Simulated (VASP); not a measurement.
# Ir2O3 (Pn-3m) in VASP: notebook

Runs on Ir2O3. Level: PBE. Tasks: single point.

Everything below comes from runs of VASP 6.6.1. Logs are shortened: lines on timing, memory, paths and dates and some standing lists are left out, and cuts for length are marked.

### 1 The cell of the first run

Symmetry: Pn-3m, No. 224, cubic system. The conventional cell has a = 4.742 Å, b = 4.742 Å, c = 4.742 Å, α = 90.00°, β = 90.00°, γ = 90.00°. Within 2.7 Å of Ir (site symmetry -3m) lie 6 O at 2.05 Å. Within 2.7 Å of O (site symmetry -42m) lie 4 Ir at 2.05 Å and 4 O at 2.37 Å.

### 2 Single point, PBE

File INCAR:

```
PREC     = Accurate       # precision mode
ENCUT    = 520            # plane-wave cutoff, eV
EDIFF    = 1E-6           # SCF threshold, eV
ISMEAR   = -1             # smearing method
SIGMA    = 0.06122561905347299 # smearing width, eV
LREAL    = False          # projectors in reciprocal space
LASPH    = True           # aspherical terms in the spheres
NELM     = 100            # most SCF steps
ALGO     = Normal         # electronic algorithm
ISIF     = 2              # what is computed and relaxed
LWAVE    = False          # write WAVECAR
LCHARG   = True           # write CHGCAR
GGA      = PE             # functional
LELF     = True           # ELF
LVHAR    = True         
NBANDS   = 47             # bands
```

File KPOINTS:

```
Automatic mesh
0
Gamma
  12 12 12
```

File POSCAR:

```
Ir2O3
1.0
    4.7420749558      0.0000000000      0.0000000000
    0.0000000000      4.7420749558      0.0000000000
    0.0000000000      0.0000000000      4.7420749558
Ir O
4 6
Direct
    0.2500000000      0.2500000000      0.2500000000
    0.7500000000      0.7500000000      0.2500000000
    0.7500000000      0.2500000000      0.7500000000
    0.2500000000      0.7500000000      0.7500000000
    0.5000000000      0.0000000000      0.0000000000
    0.0000000000      0.5000000000      0.0000000000
    0.0000000000      0.0000000000      0.5000000000
    0.5000000000      0.5000000000      0.0000000000
    0.5000000000      0.0000000000      0.5000000000
    0.0000000000      0.5000000000      0.5000000000
```

Potentials or basis: VASP PAW PBE potentials, release 64 (Ir, O).

Started as:

```console
cat potpaw_PBE.64/Ir/POTCAR potpaw_PBE.64/O/POTCAR > POTCAR
mpirun -np 1 vasp_std > vasp.out
```

OUTCAR:

```text
PREC = Accurate
   ENCUT = 520
   EDIFF = 1E-6
   ISMEAR = -1
   LREAL = False
   LASPH = True
   NELM = 100
   ISIF = 2
   GGA = PE

 ion  position               nearest neighbor table
   1  0.250  0.250  0.250-   5 2.05   6 2.05   7 2.05   8 2.05   9 2.05  10 2.05   2 3.35   3 3.35
                             4 3.35   3 3.35   4 3.35   2 3.35   4 3.35   4 3.35   2 3.35   3 3.35
   2  0.750  0.750  0.250-   5 2.05   6 2.05   7 2.05   8 2.05   9 2.05  10 2.05   1 3.35   3 3.35
                             4 3.35   3 3.35   4 3.35   1 3.35   3 3.35   3 3.35   1 3.35   4 3.35
   3  0.750  0.250  0.750-   5 2.05   6 2.05   7 2.05   8 2.05   9 2.05  10 2.05   1 3.35   2 3.35
                             4 3.35   1 3.35   2 3.35   2 3.35   4 3.35   2 3.35   1 3.35   4 3.35
   4  0.250  0.750  0.750-   5 2.05   6 2.05   7 2.05   8 2.05   9 2.05  10 2.05   1 3.35   2 3.35
                             3 3.35   1 3.35   2 3.35   1 3.35   3 3.35   1 3.35   2 3.35   3 3.35
   5  0.500  0.000  0.000-   1 2.05   2 2.05   3 2.05   4 2.05
   6  0.000  0.500  0.000-   1 2.05   2 2.05   3 2.05   4 2.05
   7  0.000  0.000  0.500-   1 2.05   2 2.05   3 2.05   4 2.05
   8  0.500  0.500  0.000-   1 2.05   2 2.05   3 2.05   4 2.05
   9  0.500  0.000  0.500-   1 2.05   2 2.05   3 2.05   4 2.05
  10  0.000  0.500  0.500-   1 2.05   2 2.05   3 2.05   4 2.05

  LATTYP: Found a simple cubic cell.
 ALAT       =     4.7420749558

  Lattice vectors:

 A1 = (   4.7420749558,   0.0000000000,   0.0000000000)
 A2 = (   0.0000000000,   4.7420749558,   0.0000000000)
 A3 = (   0.0000000000,   0.0000000000,   4.7420749558)

Analysis of symmetry for initial positions (statically):
=====================================================================
 Subroutine PRICEL returns:
 Original cell was already a primitive cell.

 Routine SETGRP: Setting up the symmetry group for a
 simple cubic supercell.

 Subroutine GETGRP returns: Found 48 space group operations
 (whereof 24 operations were pure point group operations)
 out of a pool of 48 trial point group operations.

The static configuration has the point symmetry T_d .
 The point group associated with its full space group is O_h .

Analysis of symmetry for dynamics (positions and initial velocities):
=====================================================================
 Subroutine PRICEL returns:
 Original cell was already a primitive cell.

 Routine SETGRP: Setting up the symmetry group for a
 simple cubic supercell.

 Subroutine GETGRP returns: Found 48 space group operations
 (whereof 24 operations were pure point group operations)
 out of a pool of 48 trial point group operations.

The dynamic configuration has the point symmetry T_d .
 The point group associated with its full space group is O_h .

 Subroutine INISYM returns: Found 48 space group operations
[... 127 lines left out ...]
   EFERMI =   0.00;   METHOD = LEGACY
   ISMEAR =    -1;   SIGMA  =   0.06  broadening in eV -4-tet -1-fermi 0-gaus
   EFERMI_NEDOS =   21; number of points for ismear=-14 and -15
   IALGO  =     38    algorithm
   IMIX   =      4    mixing-type and parameters
     AMIX     =   0.40;   BMIX     =  1.00
     AMIX_MAG =   1.60;   BMIX_MAG =  1.00
  volume/ion in A,a.u.               =      10.66        71.96
  Fermi-wavevector in a.u.,A,eV,Ry     =   1.436208  2.714039 28.064636  2.062693
  Thomas-Fermi vector in A             =   2.555421
   LORBIT       =      0    0 simple, 1 ext, 2 COOP (PROOUT), +10 PAW based schemes
   GGA     = PE    functional components
   LHFCALC =     F    Hartree Fock is set to
   AEXX    =    0.0000 exact exchange contribution
   IVDW    =     0    specifies the selected vdW correction
   LEPSILON=     F    determine dielectric tensor
   LRPA    =     F    only Hartree local field effects (RPA)
 non-spin polarized calculation
  energy-cutoff  :      520.00
  volume of cell :      106.64
 maximum number of plane-waves:      2898
 NGX is ok and might be reduce to    36
   NGX = 17   NGY = 17   NGZ = 17

 number of electron      71.9999988 magnetization

 Free energy of the ion-electron system (eV)
  ---------------------------------------------------
  ext. energy  EPLUGINS =         0.00000000
  ---------------------------------------------------
  free energy    TOTEN  =       -68.34923756 eV

  energy without entropy =      -68.34474352  energy(sigma->0) =      -68.34699054

 E-fermi :   7.6636     XC(G=0): -12.5284

 val. band max:        7.4371247088   @ k =   0.0000   0.0000   0.0000
 cond. band min:       7.7857052163   @ k =   0.0000   0.0000   0.0000
 fundamental gap:      0.3485805075
 Fermi energy:         7.6635762349

 k-point     1 :       0.0000    0.0000    0.0000
  band No.  band energies     occupation
      1     -14.9120      2.00000
      2     -13.1243      2.00000
      3     -13.1243      2.00000
      4     -12.9040      2.00000
      5     -12.9040      2.00000
      6     -11.5852      2.00000
[... 1189 lines left out ...]
     46      13.2910      0.00000
     47      14.8163      0.00000

 [... further k-points ...]

------------------------ aborting loop because EDIFF is reached ----------------------------------------

  FORCE on cell =-STRESS in cart. coord.  units (eV):
  Direction    XX          YY          ZZ          XY          YZ          ZX
  --------------------------------------------------------------------------------------
  -------------------------------------------------------------------------------------
  Total        8.8794079      8.8794079      8.8794079      0.0000000     -0.0000000     -0.0000000
  in kB      133.4102955    133.4102955    133.4102955      0.0000000     -0.0000000     -0.0000000
  external PRESSURE =     133.4102955 kB  Pullay stress =       0.0000000 kB

 VOLUME and BASIS-vectors are now :
 -----------------------------------------------------------------------------
  energy-cutoff  :      520.00
  volume of cell :      106.64
      direct lattice vectors                 reciprocal lattice vectors
     4.742074956  0.000000000  0.000000000     0.210878151  0.000000000  0.000000000
     0.000000000  4.742074956  0.000000000     0.000000000  0.210878151  0.000000000
     0.000000000  0.000000000  4.742074956     0.000000000  0.000000000  0.210878151

 POSITION                                       TOTAL-FORCE (eV/Angst)
 -----------------------------------------------------------------------------------
      1.18552      1.18552      1.18552         0.000000     -0.000000      0.000000
      3.55656      3.55656      1.18552        -0.000000     -0.000000     -0.000000
      3.55656      1.18552      3.55656        -0.000000      0.000000     -0.000000
      1.18552      3.55656      3.55656         0.000000     -0.000000      0.000000
      2.37104      0.00000      0.00000         0.000000     -0.000000     -0.000000
      0.00000      2.37104      0.00000        -0.000000      0.000000     -0.000000
      0.00000      0.00000      2.37104         0.000000     -0.000000      0.000000
      2.37104      2.37104      0.00000        -0.000000      0.000000      0.000000
      2.37104      0.00000      2.37104         0.000000      0.000000      0.000000
      0.00000      2.37104      2.37104         0.000000      0.000000      0.000000
 -----------------------------------------------------------------------------------
    total drift:                               -0.000000      0.000000     -0.000000

  FREE ENERGIE OF THE ION-ELECTRON SYSTEM (eV)
  ---------------------------------------------------
  free  energy   TOTEN  =       -68.3492375623 eV

  energy  without entropy=      -68.3447435168  energy(sigma->0) =      -68.34699054
```

stdout:

```text
POSCAR found type information on POSCAR IrO
 POSCAR found :  2 types and      10 ions
 scaLAPACK will be used
 LDA part: xc-table for (Slater+PW92), standard interpolation
 POSCAR, INCAR and KPOINTS ok, starting setup
 FFT: planning ... GRIDC
 FFT: planning ... GRID_SOFT
 FFT: planning ... GRID
 WAVECAR not read
 entering main loop
```

Run time: 2.6 min. Hardware: 1 thread of Intel Xeon 6975P-C (Granite Rapids), shared host; peak memory 0.42 GiB.

Results:

```
Free energy            : -68.3492 eV
Pressure               : 13.3 GPa
Band gap on the k mesh : 0.35 eV
```

Caveat: the cell stands under pressure; spin-orbit coupling is left out, which moves the levels of the heavy elements.

### 3 Single point, PBE

File INCAR:

```
SYSTEM = Ir2O3
ALGO = Normal ; EDIFF = 1E-7
ENCUT = 520 ; GGA = PE
ISIF = 2 ; ISMEAR = -1
LASPH = .TRUE. ; LCHARG = .TRUE.
LELF = .TRUE. ; LREAL = .FALSE.
LVHAR = .TRUE. ; LWAVE = .FALSE.
NBANDS = 47 ; NELM = 60
PREC = Accurate ; SIGMA = 0.06122561905347299
```

File KPOINTS:

```
k-points
0
G
  12 12 12
  0 0 0
```

POSCAR is that of step 2.

Potentials or basis: VASP PAW PBE potentials, release 64 (Ir, O).

Started as:

```console
cat potpaw_PBE.64/Ir/POTCAR potpaw_PBE.64/O/POTCAR > POTCAR
mpirun -np 1 vasp_std > vasp.out
```

OUTCAR:

```text
SYSTEM = Ir2O3
   EDIFF = 1E-7
   ENCUT = 520
   GGA = PE
   ISIF = 2
   ISMEAR = -1
   LASPH = .TRUE.
   LREAL = .FALSE.
   NELM = 60
   PREC = Accurate

 ion  position               nearest neighbor table
   1  0.250  0.250  0.250-   5 2.05   6 2.05   7 2.05   8 2.05   9 2.05  10 2.05   2 3.35   3 3.35
                             4 3.35   3 3.35   4 3.35   2 3.35   4 3.35   4 3.35   2 3.35   3 3.35
   2  0.750  0.750  0.250-   5 2.05   6 2.05   7 2.05   8 2.05   9 2.05  10 2.05   1 3.35   3 3.35
                             4 3.35   3 3.35   4 3.35   1 3.35   3 3.35   3 3.35   1 3.35   4 3.35
   3  0.750  0.250  0.750-   5 2.05   6 2.05   7 2.05   8 2.05   9 2.05  10 2.05   1 3.35   2 3.35
                             4 3.35   1 3.35   2 3.35   2 3.35   4 3.35   2 3.35   1 3.35   4 3.35
   4  0.250  0.750  0.750-   5 2.05   6 2.05   7 2.05   8 2.05   9 2.05  10 2.05   1 3.35   2 3.35
                             3 3.35   1 3.35   2 3.35   1 3.35   3 3.35   1 3.35   2 3.35   3 3.35
   5  0.500  0.000  0.000-   1 2.05   2 2.05   3 2.05   4 2.05
   6  0.000  0.500  0.000-   1 2.05   2 2.05   3 2.05   4 2.05
   7  0.000  0.000  0.500-   1 2.05   2 2.05   3 2.05   4 2.05
   8  0.500  0.500  0.000-   1 2.05   2 2.05   3 2.05   4 2.05
[... 1410 lines left out ...]

 [... further k-points ...]

------------------------ aborting loop because EDIFF is reached ----------------------------------------

  FORCE on cell =-STRESS in cart. coord.  units (eV):
  Direction    XX          YY          ZZ          XY          YZ          ZX
  --------------------------------------------------------------------------------------
  -------------------------------------------------------------------------------------
  Total        8.8803395      8.8803395      8.8803395      0.0000000     -0.0000000     -0.0000000
  in kB      133.4242931    133.4242931    133.4242931      0.0000000     -0.0000000     -0.0000000
  external PRESSURE =     133.4242931 kB  Pullay stress =       0.0000000 kB

 VOLUME and BASIS-vectors are now :
 -----------------------------------------------------------------------------
  energy-cutoff  :      520.00
  volume of cell :      106.64
      direct lattice vectors                 reciprocal lattice vectors
     4.742074956  0.000000000  0.000000000     0.210878151  0.000000000  0.000000000
     0.000000000  4.742074956  0.000000000     0.000000000  0.210878151  0.000000000
     0.000000000  0.000000000  4.742074956     0.000000000  0.000000000  0.210878151

 POSITION                                       TOTAL-FORCE (eV/Angst)
 -----------------------------------------------------------------------------------
      1.18552      1.18552      1.18552        -0.000000      0.000000     -0.000000
      3.55656      3.55656      1.18552         0.000000     -0.000000     -0.000000
      3.55656      1.18552      3.55656         0.000000     -0.000000     -0.000000
      1.18552      3.55656      3.55656        -0.000000      0.000000     -0.000000
      2.37104      0.00000      0.00000        -0.000000     -0.000000      0.000000
      0.00000      2.37104      0.00000        -0.000000     -0.000000      0.000000
      0.00000      0.00000      2.37104        -0.000000     -0.000000      0.000000
      2.37104      2.37104      0.00000        -0.000000     -0.000000      0.000000
      2.37104      0.00000      2.37104        -0.000000     -0.000000      0.000000
      0.00000      2.37104      2.37104        -0.000000     -0.000000      0.000000
 -----------------------------------------------------------------------------------
    total drift:                               -0.000000      0.000000     -0.000000

  FREE ENERGIE OF THE ION-ELECTRON SYSTEM (eV)
  ---------------------------------------------------
  free  energy   TOTEN  =       -68.3492380913 eV

  energy  without entropy=      -68.3447438550  energy(sigma->0) =      -68.34699097
```

stdout:

```text
POSCAR found type information on POSCAR IrO
 POSCAR found :  2 types and      10 ions
 scaLAPACK will be used
 LDA part: xc-table for (Slater+PW92), standard interpolation
 POSCAR, INCAR and KPOINTS ok, starting setup
 FFT: planning ... GRIDC
 FFT: planning ... GRID_SOFT
 FFT: planning ... GRID
 WAVECAR not read
 entering main loop
```

Wall time 3.2 min (1 thread of Intel Xeon 6975P-C (Granite Rapids), shared host); peak memory 0.42 GiB.

Results:

* Free energy: -68.3492 eV
* Pressure: 13.3 GPa
* Band gap on the k mesh: 0.35 eV

Levels at points of the mesh, in eV from the valence-band top:
| k point | band 32 | band 33 | band 34 | band 35 | band 36 | band 37 | band 38 | band 39 | band 40 | band 41 |
| --- | --- | --- | --- | --- | --- | --- | --- | --- | --- | --- |
| (0.00, 0.00, 0.00) | -1.37 | -1.37 | 0.00 | 0.00 | 0.00 | 0.35 | 0.35 | 2.17 | 2.17 | 2.17 |
| (0.50, 0.00, 0.00) | -1.59 | -0.85 | -0.85 | -0.18 | -0.18 | 0.93 | 0.93 | 2.16 | 2.16 | 2.48 |
| (0.50, 0.50, 0.00) | -1.43 | -0.68 | -0.68 | -0.53 | -0.53 | 1.51 | 1.51 | 1.76 | 1.76 | 1.82 |
| (0.50, 0.50, 0.50) | -1.72 | -1.72 | -0.38 | -0.38 | -0.38 | 0.41 | 0.41 | 0.41 | 3.34 | 3.34 |

Caveat: the cell stands under pressure; spin-orbit coupling is left out, which moves the levels of the heavy elements. A k mesh can miss the band edges.

### 4 Single point, PBE

This run uses another cell than the first one, of 11.11 Å³/atom.

File INCAR:

```
SYSTEM = Ir2O3
PREC = Accurate
ENCUT = 520
EDIFF = 1E-6
ISMEAR = -1
SIGMA = 0.06122561905347299
LREAL = .FALSE.
LASPH = .TRUE.
NELM = 100
ALGO = Normal
ISIF = 2
LWAVE = .FALSE.
LCHARG = .FALSE.
GGA = PE
NBANDS = 47
```

File KPOINTS:

```
Automatic mesh
0
G
  12 12 12
  0 0 0
```

POSCAR, as its differences from that of step 3:

```diff
@@ -2,5 +2,5 @@
 1.0
-    4.7420749558      0.0000000000      0.0000000000
-    0.0000000000      4.7420749558      0.0000000000
-    0.0000000000      0.0000000000      4.7420749558
+    4.8070429599      0.0000000000      0.0000000000
+    0.0000000000      4.8070429599      0.0000000000
+    0.0000000000      0.0000000000      4.8070429599
 Ir O
```

Started as:

```console
cat potpaw_PBE.64/Ir/POTCAR potpaw_PBE.64/O/POTCAR > POTCAR
mpirun -np 1 vasp_std > vasp.out
```

Wall time 3.1 min (1 thread of Intel Xeon 6975P-C (Granite Rapids), shared host); peak memory 0.43 GiB.

It converged, with:

- Free energy: -68.5532 eV
- Pressure: 1.4 GPa
- Band gap on the k mesh: 0.22 eV

Levels at points of the mesh, in eV from the valence-band top:
```
           k point  band 32  band 33  band 34  band 35  band 36  band 37  band 38  band 39  band 40  band 41
(0.00, 0.00, 0.00)    -1.29    -1.29     0.00     0.00     0.00     0.22     0.22     2.06     2.06     2.06
(0.50, 0.00, 0.00)    -1.50    -0.80    -0.80    -0.16    -0.16     0.82     0.82     2.00     2.00     2.36
(0.50, 0.50, 0.00)    -1.34    -0.65    -0.65    -0.49    -0.49     1.39     1.39     1.63     1.63     1.70
(0.50, 0.50, 0.50)    -1.61    -1.61    -0.35    -0.35    -0.35     0.29     0.29     0.29     3.15     3.15
```

Caveat: spin-orbit coupling is left out, which moves the levels of the heavy elements. A k mesh can miss the band edges.
